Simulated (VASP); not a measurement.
Input of a VASP 6.6.1 run:

INCAR

```
PREC     = Accurate       # precision mode
ENCUT    = 520            # plane-wave cutoff, eV
EDIFF    = 1E-6           # SCF threshold, eV
ISMEAR   = -1             # smearing method
SIGMA    = 0.05           # smearing width, eV
LREAL    = F              # projectors in reciprocal space
LASPH    = T              # aspherical terms in the spheres
NELM     = 60             # most SCF steps
ALGO     = Normal         # electronic algorithm
ISIF     = 2              # what is computed and relaxed
LWAVE    = F              # write WAVECAR
LCHARG   = T              # write CHGCAR
GGA      = RP             # functional
LELF     = T              # ELF
LVHAR    = T            
NBANDS   = 10             # bands
```

The input KPOINTS:

```
regular mesh
0
Gamma
  5 5 5
```

File POSCAR:

```
Na
1.0
   -2.1410000000      2.1410000000      2.1410000000
    2.1410000000     -2.1410000000      2.1410000000
    2.1410000000      2.1410000000     -2.1410000000
Na
1
Direct
    0.0000000000      0.0000000000      0.0000000000
```

Potentials or basis: VASP PAW PBE potentials, release 64 (Na_pv).

Command:

```sh
$ cat potpaw_PBE.64/Na_pv/POTCAR > POTCAR
$ mpirun -np 1 vasp_std > vasp.out
```

(1) Estimate the pressure.

Results:

(1) 0.1 GPa.

Caveat: the k points lie up to 0.42 Å⁻¹ apart; the PAW data sets were made with another functional, which shifts forces and pressure a little.
